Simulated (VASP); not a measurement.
# K2Ge (I4/mmm) in VASP: a series of runs

The runs below take K2Ge through single point, relaxation of cell and atoms, with PBE.

Program: VASP 6.6.1. These are calculated values, not measurements. Logs are shortened: lines on timing, memory, paths and dates and some standing lists are left out, and cuts for length are marked.

## (1) The cell of the first run

Symmetry: I4/mmm, No. 139, tetragonal system. The conventional cell has a = 4.198 Å, b = 4.198 Å, c = 10.183 Å, α = 90.00°, β = 90.00°, γ = 90.00°. Within 4.4 Å of K (site symmetry 4mm) lie 9 K at 3.36 to 4.20 Å and 5 Ge at 3.41 Å. Ge (site symmetry 4/mmm) has 10 K at 3.41 Å and 4 Ge at 4.20 Å within 4.5 Å.

## (2) Single point, PBE

Input file INCAR:

```
ALGO     = Fast           # electronic algorithm
EDIFF    = 1E-6           # SCF threshold, eV
ENCUT    = 520            # plane-wave cutoff, eV
GGA      = PE             # functional
ISIF     = 2              # what is computed and relaxed
ISMEAR   = 0              # smearing method
LASPH    = True           # aspherical terms in the spheres
LCHARG   = True           # write CHGCAR
LELF     = True           # ELF
LREAL    = False          # projectors in reciprocal space
LVHAR    = True         
LWAVE    = False          # write WAVECAR
NBANDS   = 23             # bands
NELM     = 60             # most SCF steps
PREC     = Accurate       # precision mode
SIGMA    = 0.1            # smearing width, eV
```

Input file KPOINTS:

```
k-points
0
Gamma
  6 6 6
```

Input file POSCAR:

```
K2Ge
1.0
   -2.0988007100      2.0988007100      5.0915142700
    2.0988007100     -2.0988007100      5.0915142700
    2.0988007100      2.0988007100     -5.0915142700
K Ge
2 1
Direct
    0.6651467100      0.6651467100      0.0000000000
    0.3348532900      0.3348532900      0.0000000000
    0.0000000000      0.0000000000      0.0000000000
```

Potentials or basis: VASP PAW PBE potentials, release 64 (K_sv, Ge_d).

On the command line:

```console
$ cat potpaw_PBE.64/K_sv/POTCAR potpaw_PBE.64/Ge_d/POTCAR > POTCAR
$ mpirun -np 1 vasp_std > vasp.out
```

OUTCAR:

```text
EDIFF = 1E-6
   ENCUT = 520
   GGA = PE
   ISIF = 2
   ISMEAR = 0
   LASPH = True
   LREAL = False
   NELM = 60
   PREC = Accurate

 ion  position               nearest neighbor table
   1  0.665  0.665  0.000-   2 3.36   2 3.43   2 3.43   2 3.43   2 3.43
   2  0.335  0.335  0.000-   1 3.36   1 3.43   1 3.43   1 3.43   1 3.43
   3  0.000  0.000  0.000-

  LATTYP: Found a body centered tetragonal cell.
 ALAT       =     4.1976014200
 C/A-ratio  =     2.4259160223

  Lattice vectors:

 A1 = (  -2.0988007100,   2.0988007100,   5.0915142700)
 A2 = (   2.0988007100,  -2.0988007100,   5.0915142700)
 A3 = (   2.0988007100,   2.0988007100,  -5.0915142700)

Analysis of symmetry for initial positions (statically):
=====================================================================
 Subroutine PRICEL returns:
 Original cell was already a primitive cell.

 Routine SETGRP: Setting up the symmetry group for a
 body centered tetragonal supercell.

 Subroutine GETGRP returns: Found 16 space group operations
 (whereof 16 operations were pure point group operations)
 out of a pool of 16 trial point group operations.

The static configuration has the point symmetry D_4h.

Analysis of symmetry for dynamics (positions and initial velocities):
=====================================================================
 Subroutine PRICEL returns:
 Original cell was already a primitive cell.

 Routine SETGRP: Setting up the symmetry group for a
 body centered tetragonal supercell.

 Subroutine GETGRP returns: Found 16 space group operations
 (whereof 16 operations were pure point group operations)
 out of a pool of 16 trial point group operations.

The dynamic configuration has the point symmetry D_4h.

 Subroutine INISYM returns: Found 16 space group operations
 (whereof 16 operations are pure point group operations),
 and found     1 'primitive' translations

----------------------------------------------------------------------------------------

                                     Primitive cell

  volume of cell :      89.7118

  direct lattice vectors                    reciprocal lattice vectors
    -2.098800710  2.098800710  5.091514270     0.000000000  0.238231290  0.098202612
     2.098800710 -2.098800710  5.091514270     0.238231290  0.000000000  0.098202612
     2.098800710  2.098800710 -5.091514270     0.238231290  0.238231290  0.000000000

  length of vectors
     5.893508836  5.893508836  5.893508836     0.257677900  0.257677900  0.336909921

  position of ions in fractional coordinates (direct lattice)
     0.665146710  0.665146710  0.000000000
     0.334853290  0.334853290  0.000000000
     0.000000000  0.000000000  0.000000000

  ion indices of the primitive-cell ions
   primitive index   ion index
                 1           1
                 2           2
                 3           3

----------------------------------------------------------------------------------------

 KPOINTS: k-points

Automatic generation of k-mesh.
 Grid dimensions read from file:
 generate k-points for:    6    6    6

 Generating k-lattice:

  Cartesian coordinates                     Fractional coordinates (reciprocal lattice)
     0.000000000  0.039705215  0.016367102     0.166666667  0.000000000  0.000000000
     0.039705215  0.000000000  0.016367102     0.000000000  0.166666667  0.000000000
     0.039705215  0.039705215  0.000000000     0.000000000  0.000000000  0.166666667

  Length of vectors
     0.042946317  0.042946317  0.056151653

  Shift w.r.t. Gamma in fractional coordinates (k-lattice)
     0.000000000  0.000000000  0.000000000

 Subroutine IBZKPT returns following result:
 ===========================================

 Found     30 irreducible k-points:

 Following reciprocal coordinates:
            Coordinates               Weight
  0.000000  0.000000  0.000000      1.000000
  0.166667  0.000000  0.000000      8.000000
  0.333333  0.000000 -0.000000      8.000000
  0.500000 -0.000000  0.000000      4.000000
  0.166667  0.166667  0.000000      8.000000
  0.333333  0.166667  0.000000     16.000000
[... 16 lines left out ...]
 -0.333333 -0.333333  0.166667      8.000000
 -0.166667 -0.333333  0.166667      8.000000
 [... further k-points ...]
   k-points           NKPTS =     30   k-points in BZ     NKDIM =     30   number of bands    NBANDS=     23
   number of dos      NEDOS =    301   number of ions     NIONS =      3
   total plane-waves  NPLWV = 110592
   dimension x,y,z NGX =    48 NGY =   48 NGZ =   48
   dimension x,y,z NGXF=    96 NGYF=   96 NGZF=   96
   ions per type =               2   1
   NGX,Y,Z   is equivalent  to a cutoff of  13.54, 13.54, 13.54 a.u.
   NGXF,Y,Z  is equivalent  to a cutoff of  27.08, 27.08, 27.08 a.u.
 SYSTEM =  unknown system
   PREC   = accura    normal or accurate (medium, high low for compatibility)
   ISTART =      0    job   : 0-new  1-cont  2-samecut
   ICHARG =      2    charge: 1-file 2-atom 10-const
   ISPIN  =      1    spin polarized calculation?
   LNONCOLLINEAR =      F non collinear calculations
   LSORBIT =      F    spin-orbit coupling
   LASPH  =      T    aspherical Exc in radial PAW
   ENCUT  =  520.0 eV  38.22 Ry    6.18 a.u.  10.96 10.96 10.96*2*pi/ulx,y,z
   NELM   =     60;   NELMIN=  2; NELMDL= -5     # of ELM steps
   EDIFF  = 0.1E-05   stopping-criterion for ELM
   LREAL  =      F    real-space projection
   EDIFFG = 0.1E-04   stopping-criterion for IOM
   NSW    =      0    number of steps for IOM
   IBRION =     -1    ionic relax: 0-MD 1-quasi-New 2-CG
   NFREE  =      0    steps in history (QN), initial steepest desc. (CG)
   ISIF   =      2    stress and relaxation
   ISYM   =      2    0-nonsym 1-usesym 2-fastsym
   POTIM  = 0.5000    time-step for ionic-motion
   TEBEG  =    0.0;   TEEND  =   0.0 temperature during run
   PSTRESS=    0.0 pullay stress
   NELECT =      32.0000    total number of electrons
   NUPDOWN=      -1.0000    fix difference up-down
   EMIN   =  10.00;   EMAX   =-10.00  energy-range for DOS
   EFERMI =   0.00;   METHOD = LEGACY
   ISMEAR =     0;   SIGMA  =   0.10  broadening in eV -4-tet -1-fermi 0-gaus
   EFERMI_NEDOS =   21; number of points for ismear=-14 and -15
   IALGO  =     68    algorithm
   IMIX   =      4    mixing-type and parameters
     AMIX     =   0.40;   BMIX     =  1.00
     AMIX_MAG =   1.60;   BMIX_MAG =  1.00
  volume/ion in A,a.u.               =      29.90       201.80
  Fermi-wavevector in a.u.,A,eV,Ry     =   1.161025  2.194020 18.340380  1.347980
  Thomas-Fermi vector in A             =   2.297602
   LORBIT       =      0    0 simple, 1 ext, 2 COOP (PROOUT), +10 PAW based schemes
   GGA     = PE    functional components
   LHFCALC =     F    Hartree Fock is set to
   AEXX    =    0.0000 exact exchange contribution
   IVDW    =     0    specifies the selected vdW correction
   LEPSILON=     F    determine dielectric tensor
   LRPA    =     F    only Hartree local field effects (RPA)
 non-spin polarized calculation
 RMM-DIIS sequential band-by-band and
 Gauss-broadening in eV      SIGMA  =   0.10
  energy-cutoff  :      520.00
  volume of cell :       89.71
 maximum number of plane-waves:      2432
 NGX is ok and might be reduce to    48
   NGX = 21   NGY = 21   NGZ = 21

 number of electron      31.9999999 magnetization

 Free energy of the ion-electron system (eV)
  ---------------------------------------------------
  ext. energy  EPLUGINS =         0.00000000
  ---------------------------------------------------
  free energy    TOTEN  =        -5.74439443 eV

  energy without entropy =       -5.73476071  energy(sigma->0) =       -5.73957757

 E-fermi :   2.0083     XC(G=0):  -8.5046

 val. band max:        1.9742234553   @ k =   0.5000  -0.0000   0.0000
 cond. band min:       2.0320694068   @ k =   0.1667   0.0000   0.0000
 fundamental gap:      0.0578459515
 Fermi energy:         2.0083384196

 k-point     1 :       0.0000    0.0000    0.0000
  band No.  band energies     occupation
      1     -28.9920      2.00000
      2     -28.8265      2.00000
      3     -21.9073      2.00000
      4     -21.9018      2.00000
      5     -21.7586      2.00000
      6     -21.7586      2.00000
[... 15 lines left out ...]
     22       7.7783      0.00000
     23       8.2483      0.00000

 k-point     2 :       0.1667    0.0000    0.0000
  band No.  band energies     occupation
      1     -28.9800      2.00000
      2     -28.8354      2.00000
      3     -21.9075      2.00000
      4     -21.9013      2.00000
      5     -21.7587      2.00000
      6     -21.7586      2.00000
[... 15 lines left out ...]
     22       7.7713      0.00000
     23       7.9811      0.00000

 k-point     3 :       0.3333    0.0000   -0.0000
  band No.  band energies     occupation
      1     -28.9490      2.00000
      2     -28.8601      2.00000
      3     -21.9080      2.00000
      4     -21.9002      2.00000
      5     -21.7590      2.00000
      6     -21.7585      2.00000
[... 15 lines left out ...]
     22       8.0425      0.00000
     23       8.2747      0.00000

 k-point     4 :       0.5000   -0.0000    0.0000
  band No.  band energies     occupation
      1     -28.9220      2.00000
      2     -28.8840      2.00000
      3     -21.9082      2.00000
      4     -21.8997      2.00000
      5     -21.7591      2.00000
      6     -21.7584      2.00000
[... 15 lines left out ...]
     22       7.8708      0.00000
     23       8.5082      0.00000

 k-point     5 :       0.1667    0.1667    0.0000
  band No.  band energies     occupation
      1     -28.9657      2.00000
      2     -28.8466      2.00000
      3     -21.9077      2.00000
      4     -21.9007      2.00000
      5     -21.7588      2.00000
      6     -21.7586      2.00000
[... 434 lines left out ...]
 k-point    22 :      -0.1667    0.5000    0.1667
  band No.  band energies     occupation
      1     -28.9323      2.00000
      2     -28.8770      2.00000
      3     -21.9080      2.00000
      4     -21.9002      2.00000
      5     -21.7590      2.00000
      6     -21.7584      2.00000
[... 15 lines left out ...]
     22       7.2591      0.00000
     23       7.5807      0.00000

 k-point    23 :      -0.3333   -0.3333    0.1667
  band No.  band energies     occupation
      1     -28.9478      2.00000
      2     -28.8648      2.00000
      3     -21.9077      2.00000
      4     -21.9007      2.00000
      5     -21.7588      2.00000
      6     -21.7586      2.00000
[... 15 lines left out ...]
     22       7.6053      0.00000
     23       7.6109      0.00000

 k-point    24 :      -0.1667   -0.3333    0.1667
  band No.  band energies     occupation
      1     -28.9661      2.00000
      2     -28.8496      2.00000
      3     -21.9075      2.00000
      4     -21.9013      2.00000
      5     -21.7587      2.00000
      6     -21.7585      2.00000
[... 15 lines left out ...]
     22       7.5220      0.00000
     23       7.8586      0.00000

 [... further k-points ...]
[... 5 lines left out ...]
  --------------------------------------------------------------------------------------
  -------------------------------------------------------------------------------------
  Total        1.6663344      1.6663344      3.5523419      0.0000000      0.0000000      0.0000000
  in kB       29.7593459     29.7593459     63.4418700      0.0000000      0.0000000      0.0000000
  external PRESSURE =      40.9868539 kB  Pullay stress =       0.0000000 kB

 VOLUME and BASIS-vectors are now :
 -----------------------------------------------------------------------------
  energy-cutoff  :      520.00
  volume of cell :       89.71
      direct lattice vectors                 reciprocal lattice vectors
    -2.098800710  2.098800710  5.091514270     0.000000000  0.238231290  0.098202612
     2.098800710 -2.098800710  5.091514270     0.238231290  0.000000000  0.098202612
     2.098800710  2.098800710 -5.091514270     0.238231290  0.238231290  0.000000000

 POSITION                                       TOTAL-FORCE (eV/Angst)
 -----------------------------------------------------------------------------------
      0.00000      0.00000      6.77321         0.000000      0.000000     -0.251653
      0.00000      0.00000      3.40982        -0.000000     -0.000000      0.251653
      0.00000      0.00000      0.00000        -0.000000     -0.000000     -0.000000
 -----------------------------------------------------------------------------------
    total drift:                                0.000000      0.000000     -0.000000

  FREE ENERGIE OF THE ION-ELECTRON SYSTEM (eV)
  ---------------------------------------------------
  free  energy   TOTEN  =        -5.7443944345 eV

  energy  without entropy=       -5.7347607145  energy(sigma->0) =       -5.73957757
```

Wall time 5.9 min (1 thread of Intel Xeon Platinum 8259CL at 2.50GHz (Skylake/Cascade Lake), shared host); peak memory 0.34 GiB.

Results:

```
Free energy            : -5.7444 eV
Pressure               : 4.1 GPa
Largest force          : 0.252 eV/Å
Band gap on the k mesh : zero (band 16 reaches 3.38 eV, above the bottom of band 17 at 1.58 eV)
```

Forces on the atoms (eV/Å):
```
K    0.000  0.000 -0.252
K    0.000  0.000  0.252
Ge   0.000  0.000  0.000
```

## (3) Single point, PBE

This run uses another cell than the first one, of 39.29 Å³/atom, 1.314 times its volume.

Input file INCAR:

```
SYSTEM = K2Ge
PREC = Accurate ; ENCUT = 520
EDIFF = 1E-6 ; ISMEAR = 0
SIGMA = 0.1 ; LREAL = .FALSE.
LASPH = .TRUE. ; NELM = 100
ALGO = Fast ; ISIF = 2
LWAVE = .FALSE. ; LCHARG = .TRUE.
GGA = PE ; LELF = .TRUE.
LVHAR = .TRUE. ; NBANDS = 23
```

Input file KPOINTS:

```
regular mesh
0
G
  6 6 6
  0 0 0
```

Input file POSCAR:

```
K2Ge
1.0
   -2.0657532751      2.0657532751      6.9059033059
    2.0657532751     -2.0657532751      6.9059033059
    2.0657532751      2.0657532751     -6.9059033059
K Ge
2 1
Direct
    0.6360156860      0.6360156860      0.0000000000
    0.3639843140      0.3639843140      0.0000000000
    0.0000000000      0.0000000000      0.0000000000
```

Potentials or basis: VASP PAW PBE potentials, release 64 (K_sv, Ge_d).

On the command line:

```console
$ cat potpaw_PBE.64/K_sv/POTCAR potpaw_PBE.64/Ge_d/POTCAR > POTCAR
$ mpirun -np 1 vasp_std > vasp.out
```

Wall time 12 min (1 thread of Intel Xeon Platinum 8259CL at 2.50GHz (Skylake/Cascade Lake), shared host); peak memory 0.46 GiB.

Results (log left out):

```yaml
Free_energy: -6.0945 eV
Pressure: 0.1 GPa
Largest_force: 0.011 eV/Å
Band_gap_on_the_k_mesh: zero (band 16 reaches 2.43 eV, above the bottom of band 17 at 0.60 eV)
```

Forces on the atoms (eV/Å):
```
K    0.000  0.000  0.011
K    0.000  0.000 -0.011
Ge   0.000  0.000  0.000
```

Stress tensor (GPa, compression positive):
```
-0.04  0.00  0.00
 0.00 -0.04  0.00
 0.00  0.00  0.23
```

Levels at points of the mesh, in eV from the Fermi level:
| k point | band 12 | band 13 | band 14 | band 15 | band 16 | band 17 | band 18 | band 19 | band 20 | band 21 |
| --- | --- | --- | --- | --- | --- | --- | --- | --- | --- | --- |
| (0.00, 0.00, 0.00) | -14.40 | -14.40 | -7.60 | -1.01 | -0.24 | 1.48 | 1.48 | 3.70 | 3.84 | 4.25 |
| (0.50, 0.00, 0.00) | -14.40 | -14.38 | -7.05 | -1.59 | -0.07 | 1.31 | 1.74 | 2.38 | 3.63 | 4.61 |
| (0.50, 0.50, 0.00) | -14.48 | -14.44 | -6.69 | -0.89 | -0.88 | -0.04 | 2.69 | 2.93 | 2.93 | 4.08 |
| (0.50, 0.50, 0.50) | -14.38 | -14.38 | -7.56 | -1.85 | 1.49 | 1.49 | 2.02 | 2.62 | 3.14 | 4.26 |

## (4) Relaxation of cell and atoms, PBE

Input file INCAR:

```
SYSTEM = K2Ge
PREC = Accurate
ENCUT = 600
EDIFF = 1E-6
ISMEAR = 0
SIGMA = 0.1
LREAL = .FALSE.
LASPH = .TRUE.
NELM = 80
ALGO = Normal
ISIF = 3
LWAVE = .FALSE.
LCHARG = .FALSE.
GGA = PE
IBRION = 2
NSW = 90
EDIFFG = -0.04
```

Input file KPOINTS:

```
Automatic mesh
0
G
  6 6 6
  0 0 0
```

Input file POSCAR:

```
K2Ge
1.0
   -2.0988007100      2.0988007100      5.0915142700
    2.0988007100     -2.0988007100      5.0915142700
    2.0988007100      2.0988007100     -5.0915142700
K Ge
2 1
Direct
    0.6651467100      0.6651467100      0.0000000000
    0.3348532900      0.3348532900      0.0000000000
    0.0000000000      0.0000000000      0.0000000000
```

On the command line:

```console
$ cat potpaw_PBE.64/K_sv/POTCAR potpaw_PBE.64/Ge_d/POTCAR > POTCAR
$ mpirun -np 1 vasp_std > vasp.out
```

Run time: 24 min. Hardware: 1 thread of AMD EPYC 7R43 (Zen 3), shared host; peak memory 0.37 GiB.

It converged, with:

```yaml
Free_energy: -6.0874 eV
Relaxed_volume: 39.46 Å³/atom
Relaxed_cell: a = 7.616 Å, b = 7.616 Å, c = 7.616 Å, α = 148.77°, β = 148.77°, γ = 44.75°
Space_group_after_relaxing_to_0.05_Å: I4/mmm (No. 139)
Energy_gained_by_relaxing: 114.2 meV/atom
Ionic_steps: 13
Pressure_after_relaxing: 0.1 GPa
Largest_force_after_relaxing: 0.020 eV/Å
Band_gap_on_the_k_mesh: zero (band 16 reaches 2.50 eV, above the bottom of band 17 at 0.61 eV)
```

Forces in eV/Å, atoms in the order of the input:
```
K    0.000  0.000 -0.020
K    0.000  0.000  0.020
Ge   0.000  0.000  0.000
```

The path:
```tsv
step	energy change (eV)	largest force (eV/Å)	pressure (GPa)	volume (Å³)
1	0.0000	0.2516	4.12	89.71
2	-0.2046	0.2440	1.49	100.04
3	-0.2561	0.2636	0.31	107.90
4	-0.2597	0.2740	-0.13	111.13
5	-0.2687	0.2403	-0.13	110.96
6	-0.2894	0.1342	-0.02	110.42
7	-0.3002	0.0993	0.33	109.31
8	-0.3016	0.0363	0.23	109.60
9	-0.3122	0.0176	0.05	111.56
10	-0.3218	0.0189	-0.17	114.88
11	-0.3295	0.0713	-0.40	121.09
12	-0.3391	0.0467	-0.16	119.68
13	-0.3427	0.0202	0.08	118.39
```

Final structure:
```yaml
crystal:
  lattice:
    - [-2.04996, 2.04996, 7.04303]
    - [2.04996, -2.04996, 7.04303]
    - [2.04996, 2.04996, -7.04303]
  atoms:
    - { symbol: K, position: [0.63584, 0.63584, 0.00000] }
    - { symbol: K, position: [0.36416, 0.36416, 0.00000] }
    - { symbol: Ge, position: [0.00000, 0.00000, 0.00000] }
```

Levels at points of the mesh, in eV from the Fermi level:
```csv
k point,band 12,band 13,band 14,band 15,band 16,band 17,band 18,band 19,band 20
"(0.00, 0.00, 0.00)",-14.40,-14.40,-7.61,-1.06,-0.34,1.55,1.55,3.73,3.86
"(0.50, 0.00, 0.00)",-14.40,-14.39,-7.05,-1.60,-0.08,1.28,1.83,2.26,3.56
"(0.50, 0.50, 0.00)",-14.50,-14.45,-6.67,-0.89,-0.88,-0.03,2.66,2.93,2.94
"(0.50, 0.50, 0.50)",-14.39,-14.39,-7.58,-1.88,1.56,1.56,1.83,2.49,3.20
```

Caveat: the volume moved by over 15 % at a fixed basis, so the end points are rough.

## (5) Summary

| task | cell | cutoff (eV) | gap on the mesh (eV) | pressure (GPa) | largest force (eV/Å) |
| --- | --- | --- | --- | --- | --- |
| single point | a = 5.894 Å, angles 138.3, 138.3, 60.5°, 3 atoms | 520 | none | 4.1 | 0.25 |
| single point | a = 7.498 Å, angles 148.0, 148.0, 45.9°, 3 atoms | 520 | none | 0.1 | 0.01 |
| relaxation of cell and atoms | relaxed from a = 5.894 Å, angles 138.3, 138.3, 60.5°, 3 atoms | 600 | none | 0.1 | 0.02 |

Alike in all rows: level PBE; potentials or basis VASP PAW PBE potentials, release 64 (K_sv, Ge_d); no spin polarisation; k mesh 6 × 6 × 6; smearing gaussian 0.1 eV.

Caveats: the volume moved by over 15 % at a fixed basis, so the end points are rough (some runs).

Total energies depend on the potentials used, so only differences within one code and one set of settings carry meaning.
